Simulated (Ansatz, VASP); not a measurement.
**Ga2O: VASP beside Ansatz**

Contents of INCAR:

```
PREC = Accurate ; ENCUT = 520
EDIFF = 1E-6 ; ISMEAR = 0
SIGMA = 0.1 ; LREAL = False
LASPH = True ; NELM = 150
ALGO = Normal ; ISIF = 2
LWAVE = False ; LCHARG = False
ISPIN = 2 ; MAGMOM = 0 0 1
LORBIT = 11 ; GGA = PE
NBANDS = 27
```

The input KPOINTS:

```
Automatic mesh
0
Gamma
  6 6 6
```

Contents of POSCAR:

```
Ga2O
1.0
    4.5253734800      0.0000000000      0.0000000000
   -2.2626867400      3.9190883900      0.0000000000
    0.0000000000      0.0000000000      2.7685676800
Ga O
2 1
Direct
    0.0000000000      0.0000000000      0.5000000000
    0.3333333300      0.6666666700      0.0000000000
    0.6666666700      0.3333333300      0.5000000000
```

Input for Ansatz:

```yaml
crystal:
  lattice:
    - [4.52537348, 0.0, 0.0]
    - [-2.26268674, 3.91908839, 0.0]
    - [0.0, 0.0, 2.76856768]
  atoms:
    - { symbol: Ga, position: [0.0, 0.0, 0.5] }
    - { symbol: Ga, position: [0.33333333, 0.66666667, 0.0] }
    - { symbol: O, position: [0.66666667, 0.33333333, 0.5], spin: 1.0 }
basis:
  ecutwfc: 420
kpoints:
  mp_grid: { grid: [6, 6, 6] }
hamiltonian:
  xc: pbe
scf:
  occupations: { method: gaussian, width: 0.1 }
  lower_state_search: "off"
output:
  forces: true
  stress: true
  eigenvalues: true
  populations: true
magnetization:
  spin_polarized: true
```

Change from the starting cell: species swapped into the In2Bi type (P-6m2, No. 187).

Alike in both runs: task single point; functional PBE; k mesh 6 × 6 × 6; occupations gaussian, width 0.1 eV; collinear spin.

```csv
,VASP,Ansatz
version,VASP 6.6.1,Ansatz 0.2.0
potentials or method,"VASP PAW PBE potentials, release 64 (Ga_d, O), cutoff 520 eV","scalar-relativistic, plane waves, PAW"
valence electrons in the cell,32,32
```

|  | VASP | Ansatz | Ansatz less VASP |
| --- | --- | --- | --- |
| gap on the k mesh at the Fermi level (eV) | none | none | - |
| pressure (GPa) | -7.7 | -7.7 | -0.03 |
| traceless stress, the component that is largest in VASP (GPa) | 10.75 | 10.72 | -0.027 |
| net moment per atom (μB) | 0.06 | 0.06 | 0.000 |
| size of the moment on the site where the two differ most (μB) | 0.20 | 0.23 | +0.032 |

Site moments also hang on the region over which each program counts them. A gap of «none» marks a metal or a gap that the smearing closes.

The k mesh is coarse, so the values compare programs but aren't converged.
